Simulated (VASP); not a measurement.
# Bi (P-1) in VASP: further runs

Runs on Bi. Level: PBEsol. Tasks: single point.

Everything below comes from runs of VASP 6.6.1. Logs are shortened: lines on timing, memory, paths and dates and some standing lists are left out, and cuts for length are marked.

### 1 The cell of the first run

The typed cell holds 2 atoms: a = 4.689 Å, b = 4.689 Å, c = 3.359 Å, α = 106.21°, β = 106.21°, γ = 83.84°.

### 2 Single point, PBEsol

Contents of INCAR:

```
SYSTEM = Bi
PREC = Accurate
ENCUT = 520
EDIFF = 1E-7
ISMEAR = -1
SIGMA = 0.05
LREAL = .FALSE.
LASPH = .TRUE.
NELM = 60
ALGO = Normal
ISIF = 2
LWAVE = .FALSE.
LCHARG = .FALSE.
GGA = PS
NBANDS = 22
```

Contents of KPOINTS:

```
regular mesh
0
G
  4 4 6
  0 0 0
```

Contents of POSCAR:

```
Bi
1.0
    3.4885980000     -3.1325780000      0.0000000000
    3.4885980000      3.1325780000      0.0000000000
   -1.2602350000      0.0000000000      3.1135500000
Bi
2
Direct
    0.7502280000      0.7515860000      0.8490970000
    0.2471020000      0.2530770000      0.1447550000
```

Potentials or basis: VASP PAW PBE potentials, release 64 (Bi_d).

The run is started by

```
$ cat potpaw_PBE.64/Bi_d/POTCAR > POTCAR
$ mpirun -np 1 vasp_std > vasp.out
```

OUTCAR:

```text
SYSTEM = Bi
   PREC = Accurate
   ENCUT = 520
   EDIFF = 1E-7
   ISMEAR = -1
   LREAL = .FALSE.
   LASPH = .TRUE.
   NELM = 60
   ISIF = 2
   GGA = PS

 ion  position               nearest neighbor table
   1  0.750  0.752  0.849-   2 3.24   2 3.27   2 3.30   2 3.41   2 3.91
   2  0.247  0.253  0.145-   1 3.24   1 3.27   1 3.30   1 3.41   1 3.91

  LATTYP: Found a base centered monoclinic cell.
 ALAT       =     6.9771960000
 B/A-ratio  =     0.8979475423
 C/A-ratio  =     0.4814149259
 COS(beta)  =    -0.3751898342

  Lattice vectors:

 A1 = (   3.4885980000,  -3.1325780000,   0.0000000000)
 A2 = (   3.4885980000,   3.1325780000,   0.0000000000)
 A3 = (  -1.2602350000,   0.0000000000,   3.1135500000)

Analysis of symmetry for initial positions (statically):
=====================================================================
 Subroutine PRICEL returns:
 Original cell was already a primitive cell.

 Routine SETGRP: Setting up the symmetry group for a
 base centered monoclinic supercell.

 Subroutine GETGRP returns: Found  2 space group operations
 (whereof  1 operations were pure point group operations)
 out of a pool of  4 trial point group operations.

The static configuration has the point symmetry C_1 .
 The point group associated with its full space group is S_2 .

Analysis of symmetry for dynamics (positions and initial velocities):
=====================================================================
 Subroutine PRICEL returns:
 Original cell was already a primitive cell.

 Routine SETGRP: Setting up the symmetry group for a
 base centered monoclinic supercell.

 Subroutine GETGRP returns: Found  2 space group operations
 (whereof  1 operations were pure point group operations)
 out of a pool of  4 trial point group operations.

The dynamic configuration has the point symmetry C_1 .
 The point group associated with its full space group is S_2 .

 Subroutine INISYM returns: Found  2 space group operations
 (whereof  1 operations are pure point group operations),
 and found     1 'primitive' translations

----------------------------------------------------------------------------------------

                                     Primitive cell

  volume of cell :      68.0517

  direct lattice vectors                    reciprocal lattice vectors
     3.488598000 -3.132578000  0.000000000     0.143324052 -0.159612945  0.058011590
     3.488598000  3.132578000  0.000000000     0.143324052  0.159612945  0.058011590
    -1.260235000  0.000000000  3.113550000     0.000000000  0.000000000  0.321176792

  length of vectors
     4.688641694  4.688641694  3.358926295     0.222223807  0.222223807  0.321176792

  position of ions in fractional coordinates (direct lattice)
     0.750228000  0.751586000  0.849097000
     0.247102000  0.253077000  0.144755000

  ion indices of the primitive-cell ions
   primitive index   ion index
                 1           1
                 2           2

----------------------------------------------------------------------------------------

 KPOINTS: regular mesh

Automatic generation of k-mesh.
 Grid dimensions read from file:
 generate k-points for:    4    4    6

 Generating k-lattice:

  Cartesian coordinates                     Fractional coordinates (reciprocal lattice)
     0.035831013 -0.039903236  0.014502898     0.250000000  0.000000000  0.000000000
     0.035831013  0.039903236  0.014502898     0.000000000  0.250000000  0.000000000
     0.000000000  0.000000000  0.053529465     0.000000000  0.000000000  0.166666667

  Length of vectors
     0.055555952  0.055555952  0.053529465

  Shift w.r.t. Gamma in fractional coordinates (k-lattice)
     0.000000000  0.000000000  0.000000000

 Subroutine IBZKPT returns following result:
 ===========================================

 Found     52 irreducible k-points:

 Following reciprocal coordinates:
            Coordinates               Weight
  0.000000  0.000000  0.000000      1.000000
  0.250000  0.000000 -0.000000      2.000000
  0.000000 -0.250000  0.000000      2.000000
  0.500000  0.000000 -0.000000      1.000000
  0.000000  0.500000 -0.000000      1.000000
  0.250000  0.250000 -0.000000      2.000000
[... 16 lines left out ...]
  0.500000  0.500000  0.166667      2.000000
 -0.250000  0.500000  0.166667      2.000000
 [... further k-points ...]
   k-points           NKPTS =     52   k-points in BZ     NKDIM =     52   number of bands    NBANDS=     22
   number of dos      NEDOS =    301   number of ions     NIONS =      2
   total plane-waves  NPLWV =  36288
   dimension x,y,z NGX =    36 NGY =   36 NGZ =   28
   dimension x,y,z NGXF=    72 NGYF=   72 NGZF=   56
   ions per type =               2
   NGX,Y,Z   is equivalent  to a cutoff of  12.76, 12.76, 13.86 a.u.
   NGXF,Y,Z  is equivalent  to a cutoff of  25.53, 25.53, 27.72 a.u.
 SYSTEM =  Bi
   PREC   = accura    normal or accurate (medium, high low for compatibility)
   ISTART =      0    job   : 0-new  1-cont  2-samecut
   ICHARG =      2    charge: 1-file 2-atom 10-const
   ISPIN  =      1    spin polarized calculation?
   LNONCOLLINEAR =      F non collinear calculations
   LSORBIT =      F    spin-orbit coupling
   LASPH  =      T    aspherical Exc in radial PAW
   ENCUT  =  520.0 eV  38.22 Ry    6.18 a.u.   8.72  8.72  6.25*2*pi/ulx,y,z
   NELM   =     60;   NELMIN=  2; NELMDL= -5     # of ELM steps
   EDIFF  = 0.1E-06   stopping-criterion for ELM
   LREAL  =      F    real-space projection
   EDIFFG = 0.1E-05   stopping-criterion for IOM
   NSW    =      0    number of steps for IOM
   IBRION =     -1    ionic relax: 0-MD 1-quasi-New 2-CG
   NFREE  =      0    steps in history (QN), initial steepest desc. (CG)
   ISIF   =      2    stress and relaxation
   ISYM   =      2    0-nonsym 1-usesym 2-fastsym
   POTIM  = 0.5000    time-step for ionic-motion
   TEBEG  =    0.0;   TEEND  =   0.0 temperature during run
   PSTRESS=    0.0 pullay stress
   NELECT =      30.0000    total number of electrons
   NUPDOWN=      -1.0000    fix difference up-down
   EMIN   =  10.00;   EMAX   =-10.00  energy-range for DOS
   EFERMI =   0.00;   METHOD = LEGACY
   ISMEAR =    -1;   SIGMA  =   0.05  broadening in eV -4-tet -1-fermi 0-gaus
   EFERMI_NEDOS =   21; number of points for ismear=-14 and -15
   IALGO  =     38    algorithm
   IMIX   =      4    mixing-type and parameters
     AMIX     =   0.40;   BMIX     =  1.00
     AMIX_MAG =   1.60;   BMIX_MAG =  1.00
  volume/ion in A,a.u.               =      34.03       229.62
  Fermi-wavevector in a.u.,A,eV,Ry     =   1.245955  2.354514 21.121737  1.552404
  Thomas-Fermi vector in A             =   2.380154
   LORBIT       =      0    0 simple, 1 ext, 2 COOP (PROOUT), +10 PAW based schemes
   GGA     = PS    functional components
   LHFCALC =     F    Hartree Fock is set to
   AEXX    =    0.0000 exact exchange contribution
   IVDW    =     0    specifies the selected vdW correction
   LEPSILON=     F    determine dielectric tensor
   LRPA    =     F    only Hartree local field effects (RPA)
 non-spin polarized calculation
  energy-cutoff  :      520.00
  volume of cell :       68.05
 maximum number of plane-waves:      1851
 NGX is ok and might be reduce to    36
   NGX = 17   NGY = 17   NGZ = 13

 number of electron      30.0000006 magnetization

 Free energy of the ion-electron system (eV)
  ---------------------------------------------------
  ext. energy  EPLUGINS =         0.00000000
  ---------------------------------------------------
  free energy    TOTEN  =        -8.55295928 eV

  energy without entropy =       -8.54245175  energy(sigma->0) =       -8.54770552

 E-fermi :   6.5549     XC(G=0):  -9.9415

 val. band max:        6.5339782336   @ k =  -0.2500   0.5000   0.3333
 cond. band min:       6.6180768060   @ k =   0.5000   0.5000   0.1667
 fundamental gap:      0.0840985724
 Fermi energy:         6.5548947294

 k-point     1 :       0.0000    0.0000    0.0000
  band No.  band energies     occupation
      1     -16.2844      2.00000
      2     -16.2672      2.00000
      3     -16.2289      2.00000
      4     -16.1881      2.00000
      5     -16.1170      2.00000
      6     -16.0908      2.00000
[... 14 lines left out ...]
     21      14.8297      0.00000
     22      15.2413      0.00000

 k-point     2 :       0.2500    0.0000   -0.0000
  band No.  band energies     occupation
      1     -16.2718      2.00000
      2     -16.2541      2.00000
      3     -16.2326      2.00000
      4     -16.1636      2.00000
      5     -16.1147      2.00000
      6     -16.0958      2.00000
[... 14 lines left out ...]
     21      15.4579      0.00000
     22      16.3621      0.00000

 k-point     3 :       0.0000   -0.2500    0.0000
  band No.  band energies     occupation
      1     -16.2719      2.00000
      2     -16.2551      2.00000
      3     -16.2309      2.00000
      4     -16.1633      2.00000
      5     -16.1146      2.00000
      6     -16.0960      2.00000
[... 14 lines left out ...]
     21      15.4572      0.00000
     22      16.3736      0.00000

 k-point     4 :       0.5000    0.0000   -0.0000
  band No.  band energies     occupation
      1     -16.2749      2.00000
      2     -16.2516      2.00000
      3     -16.1814      2.00000
      4     -16.1451      2.00000
      5     -16.1173      2.00000
      6     -16.0953      2.00000
[... 14 lines left out ...]
     21      15.1534      0.00000
     22      15.6148      0.00000

 k-point     5 :       0.0000    0.5000   -0.0000
  band No.  band energies     occupation
      1     -16.2750      2.00000
      2     -16.2527      2.00000
      3     -16.1757      2.00000
      4     -16.1474      2.00000
      5     -16.1152      2.00000
      6     -16.0987      2.00000
[... 14 lines left out ...]
     21      15.1118      0.00000
     22      15.6181      0.00000

 k-point     6 :       0.2500    0.2500   -0.0000
  band No.  band energies     occupation
      1     -16.2705      2.00000
      2     -16.2550      2.00000
      3     -16.1935      2.00000
      4     -16.1464      2.00000
      5     -16.1148      2.00000
      6     -16.1055      2.00000
[... 14 lines left out ...]
     21      15.4571      0.00000
     22      16.7722      0.00000

 k-point     7 :       0.5000    0.2500    0.0000
  band No.  band energies     occupation
      1     -16.2754      2.00000
      2     -16.2591      2.00000
      3     -16.1589      2.00000
      4     -16.1241      2.00000
      5     -16.1103      2.00000
      6     -16.0951      2.00000
[... 324 lines left out ...]
      6     -16.1032      2.00000
[... 14 lines left out ...]
     21      16.1141      0.00000
     22      16.6897      0.00000

 k-point    21 :      -0.2500    0.2500    0.1667
  band No.  band energies     occupation
      1     -16.2330      2.00000
      2     -16.2215      2.00000
      3     -16.2142      2.00000
      4     -16.1388      2.00000
      5     -16.1138      2.00000
      6     -16.1049      2.00000
[... 14 lines left out ...]
     21      16.0225      0.00000
     22      16.4374      0.00000

 k-point    22 :      -0.2500    0.2500   -0.1667
  band No.  band energies     occupation
      1     -16.2323      2.00000
      2     -16.2183      2.00000
      3     -16.2177      2.00000
      4     -16.1381      2.00000
      5     -16.1150      2.00000
      6     -16.1052      2.00000
[... 14 lines left out ...]
     21      16.0111      0.00000
     22      16.4405      0.00000

 k-point    23 :       0.5000    0.5000    0.1667
  band No.  band energies     occupation
      1     -16.2296      2.00000
      2     -16.2268      2.00000
      3     -16.1306      2.00000
      4     -16.1187      2.00000
      5     -16.1070      2.00000
      6     -16.1003      2.00000
[... 14 lines left out ...]
     21      16.4191      0.00000
     22      16.9599      0.00000

 k-point    24 :      -0.2500    0.5000    0.1667
  band No.  band energies     occupation
      1     -16.2301      2.00000
      2     -16.2191      2.00000
      3     -16.1653      2.00000
      4     -16.1496      2.00000
      5     -16.1155      2.00000
      6     -16.0967      2.00000
[... 14 lines left out ...]
     21      15.4622      0.00000
     22      16.7209      0.00000

 [... further k-points ...]

------------------------ aborting loop because EDIFF is reached ----------------------------------------

  FORCE on cell =-STRESS in cart. coord.  units (eV):
  Direction    XX          YY          ZZ          XY          YZ          ZX
  --------------------------------------------------------------------------------------
  -------------------------------------------------------------------------------------
  Total       -0.7015171     -1.3204335     -1.4187932     -0.0041100     -0.0069884     -0.0553341
  in kB      -16.5162023    -31.0876906    -33.4034274     -0.0967647     -0.1645306     -1.3027606
  external PRESSURE =     -27.0024401 kB  Pullay stress =       0.0000000 kB

 VOLUME and BASIS-vectors are now :
 -----------------------------------------------------------------------------
  energy-cutoff  :      520.00
  volume of cell :       68.05
      direct lattice vectors                 reciprocal lattice vectors
     3.488598000 -3.132578000  0.000000000     0.143324052 -0.159612945  0.058011590
     3.488598000  3.132578000  0.000000000     0.143324052  0.159612945  0.058011590
    -1.260235000  0.000000000  3.113550000     0.000000000  0.000000000  0.321176792

 POSITION                                       TOTAL-FORCE (eV/Angst)
 -----------------------------------------------------------------------------------
      4.16916      0.00425      2.64371         0.084048      0.035279      0.146627
      1.56250      0.01872      0.45070        -0.084048     -0.035279     -0.146627
 -----------------------------------------------------------------------------------
    total drift:                               -0.000005     -0.000062     -0.000021

  FREE ENERGIE OF THE ION-ELECTRON SYSTEM (eV)
  ---------------------------------------------------
  free  energy   TOTEN  =        -8.5529592795 eV

  energy  without entropy=       -8.5424517519  energy(sigma->0) =       -8.54770552
```

Wall time 59 s (1 thread of Intel Xeon 8259CL, shared host); peak memory 0.21 GiB.

Results:

| Quantity | Value |
| --- | --- |
| Free energy | -8.5530 eV |
| Pressure | -2.7 GPa |
| Largest force | 0.173 eV/Å |
| Band gap on the k mesh | zero (bands 15 and 16 overlap by 4.68 eV) |

Forces in eV/Å, atoms in the order of the input:
```
Bi   0.084  0.035  0.147
Bi  -0.084 -0.035 -0.147
```

Stress tensor (GPa, compression positive):
```
-1.65 -0.01 -0.13
-0.01 -3.11 -0.02
-0.13 -0.02 -3.34
```

Levels at points of the mesh, in eV from the Fermi level:
```csv
k point,band 11,band 12,band 13,band 14,band 15,band 16,band 17,band 18,band 19,band 20
"(0.00, 0.00, 0.00)",-13.06,-9.15,-3.02,-2.74,2.80,3.11,3.73,4.09,4.35,6.72
"(0.50, 0.00, 0.00)",-11.60,-11.45,-1.02,-0.94,-0.75,-0.66,3.45,4.54,7.70,8.40
"(0.00, 0.50, 0.00)",-11.55,-11.50,-1.06,-0.90,-0.73,-0.67,3.44,4.55,7.68,8.45
"(0.50, 0.50, 0.00)",-11.22,-10.96,-4.88,-4.88,3.14,3.94,5.21,5.56,8.81,9.79
"(0.00, 0.00, 0.50)",-10.68,-9.05,-3.84,-2.47,-1.55,1.28,1.43,1.57,6.14,6.77
"(0.50, 0.00, 0.50)",-10.46,-9.04,-4.28,-3.08,-1.73,0.98,2.04,2.17,5.71,6.47
"(0.00, 0.50, 0.50)",-10.43,-9.09,-4.24,-3.09,-1.74,0.93,2.09,2.23,5.70,6.41
"(0.50, 0.50, 0.50)",-10.18,-9.28,-3.78,-2.79,-2.14,-0.34,1.07,1.56,6.18,8.32
```

Caveat: the PAW data sets were made with another functional, which shifts forces and pressure a little; spin-orbit coupling is left out, which moves the levels of the heavy elements.

### 3 Single point, PBEsol

Contents of INCAR:

```
SYSTEM = Bi
PREC     = Accurate       ! precision mode
ENCUT    = 520            ! plane-wave cutoff, eV
EDIFF    = 1E-6           ! SCF threshold, eV
ISMEAR   = -1             ! smearing method
SIGMA    = 0.025          ! smearing width, eV
LREAL    = .False.        ! projectors in reciprocal space
LASPH    = .True.         ! aspherical terms in the spheres
NELM     = 100            ! most SCF steps
ALGO     = Normal         ! electronic algorithm
ISIF     = 2              ! what is computed and relaxed
LWAVE    = .False.        ! write WAVECAR
LCHARG   = .True.         ! write CHGCAR
GGA      = PS             ! functional
LELF     = .True.         ! ELF
LVHAR    = .True.       
NBANDS   = 22             ! bands
```

Contents of KPOINTS:

```
Automatic mesh
0
Gamma
  4 4 6
  0 0 0
```

POSCAR is that of step 2.

Potentials or basis: VASP PAW PBE potentials, release 64 (Bi_d).

The run is started by

```
$ cat potpaw_PBE.64/Bi_d/POTCAR > POTCAR
$ mpirun -np 1 vasp_std > vasp.out
```

Run time: 63 s. Hardware: 1 thread of Intel Xeon 8259CL, shared host; peak memory 0.22 GiB.

Results (log left out):

* Free energy: -8.5486 eV
* Pressure: -2.7 GPa
* Largest force: 0.174 eV/Å
* Band gap on the k mesh: zero (bands 15 and 16 overlap by 4.68 eV)

Forces on the atoms (eV/Å):
```
Bi   0.087  0.036  0.146
Bi  -0.087 -0.036 -0.146
```

Stress tensor (GPa, compression positive):
```
-1.69  0.00 -0.02
 0.00 -3.11 -0.02
-0.02 -0.02 -3.37
```

Levels at points of the mesh, in eV from the Fermi level:
```
           k point  band 12  band 13  band 14  band 15  band 16  band 17  band 18  band 19
(0.00, 0.00, 0.00)    -9.15    -3.01    -2.73     2.81     3.12     3.74     4.10     4.36
(0.50, 0.00, 0.00)   -11.44    -1.01    -0.93    -0.74    -0.66     3.46     4.54     7.70
(0.00, 0.50, 0.00)   -11.49    -1.06    -0.89    -0.72    -0.66     3.45     4.56     7.69
(0.50, 0.50, 0.00)   -10.96    -4.88    -4.87     3.15     3.95     5.22     5.56     8.82
(0.00, 0.00, 0.50)    -9.04    -3.83    -2.46    -1.54     1.29     1.44     1.58     6.15
(0.50, 0.00, 0.50)    -9.03    -4.27    -3.07    -1.72     0.98     2.05     2.18     5.71
(0.00, 0.50, 0.50)    -9.08    -4.24    -3.08    -1.73     0.94     2.09     2.23     5.71
(0.50, 0.50, 0.50)    -9.27    -3.78    -2.79    -2.13    -0.33     1.07     1.57     6.19
```

Caveat: the PAW data sets were made with another functional, which shifts forces and pressure a little; spin-orbit coupling is left out, which moves the levels of the heavy elements.

### 4 Single point, PBEsol

Contents of INCAR:

```
PREC = Accurate
ENCUT = 520
EDIFF = 1E-7
ISMEAR = -1
SIGMA = 0.01
LREAL = F
LASPH = T
NELM = 80
ALGO = Normal
ISIF = 2
LWAVE = F
LCHARG = T
GGA = PS
LELF = T
LVHAR = T
NBANDS = 22
```

Contents of KPOINTS:

```
Automatic mesh
0
Gamma
  4 4 6
```

POSCAR is that of step 3.

The run is started by

```
$ cat potpaw_PBE.64/Bi_d/POTCAR > POTCAR
$ mpirun -np 1 vasp_std > vasp.out
```

Wall time 80 s (1 thread of Intel Xeon 8259CL, shared host); peak memory 0.21 GiB.

Results (log left out):

* Free energy: -8.5467 eV
* Pressure: -2.7 GPa
* Largest force: 0.166 eV/Å
* Band gap on the k mesh: zero (bands 15 and 16 overlap by 4.68 eV)

Forces on the atoms (eV/Å):
```
Bi   0.084  0.035  0.140
Bi  -0.084 -0.035 -0.140
```

Stress tensor (GPa, compression positive):
```
-1.69  0.01  0.01
 0.01 -3.04  0.00
 0.01  0.00 -3.42
```

Levels at points of the mesh, in eV from the Fermi level:
```
           k point  band 13  band 14  band 15  band 16  band 17  band 18
(0.00, 0.00, 0.00)    -3.00    -2.72     2.82     3.13     3.75     4.11
(0.50, 0.00, 0.00)    -1.00    -0.92    -0.73    -0.64     3.47     4.55
(0.00, 0.50, 0.00)    -1.04    -0.88    -0.71    -0.65     3.46     4.57
(0.50, 0.50, 0.00)    -4.87    -4.86     3.16     3.96     5.23     5.57
(0.00, 0.00, 0.50)    -3.82    -2.45    -1.53     1.30     1.45     1.59
(0.50, 0.00, 0.50)    -4.26    -3.06    -1.71     0.99     2.06     2.19
(0.00, 0.50, 0.50)    -4.23    -3.07    -1.72     0.95     2.10     2.24
(0.50, 0.50, 0.50)    -3.77    -2.78    -2.12    -0.32     1.08     1.59
```

Caveat: the PAW data sets were made with another functional, which shifts forces and pressure a little; spin-orbit coupling is left out, which moves the levels of the heavy elements.

### 5 Overview

| smearing | gap on the mesh (eV) | pressure (GPa) | largest force (eV/Å) |
| --- | --- | --- | --- |
| fermi-dirac 0.05 eV | none | -2.7 | 0.17 |
| fermi-dirac 0.025 eV | none | -2.7 | 0.17 |
| fermi-dirac 0.01 eV | none | -2.7 | 0.17 |

Alike in all rows: task single point; level PBEsol; potentials or basis VASP PAW PBE potentials, release 64 (Bi_d); no spin polarisation; cell as given; k mesh 4 × 4 × 6; cutoff (eV) 520.

Caveats: the PAW data sets were made with another functional, which shifts forces and pressure a little; spin-orbit coupling is left out, which moves the levels of the heavy elements.

Absolute energies hang on the potentials; compare differences alone.

The gap in the log of VASP goes by the Fermi energy; the results here count the filled bands.